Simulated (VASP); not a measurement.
Write the native input for VASP 6.6.1 that does the following.

```
Task                   : single point
Functional             : PBE
Potentials or basis    : VASP PAW PBE potentials, release 64 (Te, S)
Cutoff                 : 520 eV
k mesh                 : 8 × 8 × 8
Occupations            : gaussian, width 0.1 eV
Spin                   : no spin polarisation
Dipole correction      : no
Further INCAR settings : ALGO = Normal; EDIFF = 1e-06; NBANDS = 27
```

The structure of TeS2 lies in POSCAR:

```
TeS2
1.0
    5.7752304361      0.0000000000      0.0000000000
    0.0000000000      5.7752304361      0.0000000000
    0.0000000000      0.0000000000      5.7752304361
Te S
2 4
Direct
    0.0000000000      0.0000000000      0.0000000000
    0.5000000000      0.5000000000      0.5000000000
    0.2500000000      0.2500000000      0.2500000000
    0.2500000000      0.7500000000      0.7500000000
    0.7500000000      0.7500000000      0.2500000000
    0.7500000000      0.2500000000      0.7500000000
```

These files were run (other wordings do the same):

INCAR

```
PREC = Accurate ; ENCUT = 520
EDIFF = 1E-6 ; ISMEAR = 0
SIGMA = 0.1 ; LREAL = F
LASPH = T ; NELM = 80
ALGO = Normal ; ISIF = 2
LWAVE = F ; LCHARG = F
GGA = PE ; NBANDS = 27
```

KPOINTS

```
Automatic mesh
0
Gamma
  8 8 8
```

Potentials or basis: VASP PAW PBE potentials, release 64 (Te, S).

Command:

```bash
$ cat potpaw_PBE.64/Te/POTCAR potpaw_PBE.64/S/POTCAR > POTCAR
$ mpirun -np 1 vasp_std > vasp.out
```

Results of the run:

```
Pressure               : -0.1 GPa
Band gap on the k mesh : zero (bands 18 and 19 overlap by 0.50 eV)
```

Caveat: spin-orbit coupling is left out, which moves the levels of the heavy elements.

It took 3.6 min on 1 thread of Intel(R) Xeon(R) Platinum 8259CL CPU @ 2.50GHz (Skylake/Cascade Lake), on a shared host, peak memory 0.39 GiB.
